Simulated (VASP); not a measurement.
Here is a VASP 6.6.1 calculation.

Contents of POSCAR:

```
GaN
1.0
    0.0000000000      2.2489525415      2.2489525415
    2.2489525415      0.0000000000      2.2489525415
    2.2489525415      2.2489525415      0.0000000000
Ga N
1 1
Direct
    0.0000000000      0.0000000000      0.0000000000
    0.2500000000      0.2500000000      0.2500000000
```

INCAR.step1

```
ALGO = Normal ; EDIFF = 1E-5
ENCUT = 520 ; GGA = PE
ISIF = 2 ; ISMEAR = 0
LASPH = T ; LREAL = F
LWAVE = T ; NBANDS = 16
NELM = 80 ; PREC = Accurate
SIGMA = 0.01
```

File INCAR.step2:

```
ALGO = Normal ; EDIFF = 1E-7
ENCUT = 520 ; GGA = PE
HFSCREEN = 0.2079 ; ISIF = 2
ISMEAR = 0 ; ISTART = 1
LASPH = T ; LCHARG = T
LELF = T ; LHFCALC = T
LREAL = F ; LVHAR = T
LWAVE = F ; NBANDS = 16
NELM = 80 ; PREC = Accurate
PRECFOCK = Normal ; SIGMA = 0.01
```

File KPOINTS:

```
k-points
0
Gamma
  4 4 4
```

Potentials or basis: VASP PAW PBE potentials, release 64 (Ga_d, N).

Launch:

```sh
$ cat potpaw_PBE.64/Ga_d/POTCAR potpaw_PBE.64/N/POTCAR > POTCAR
$ cp INCAR.step1 INCAR
$ mpirun -np 1 vasp_std > vasp.out
$ cp INCAR.step2 INCAR
$ mpirun -np 1 vasp_std > vasp.out
```

(1) Estimate the band gap on the k mesh.

(2) Estimate the pressure.

Answers

(1) 3.06 eV, direct.

(2) -0.1 GPa.

Caveat: the k points lie up to 0.60 Å⁻¹ apart; the PAW data sets were made with another functional, which shifts forces and pressure a little.
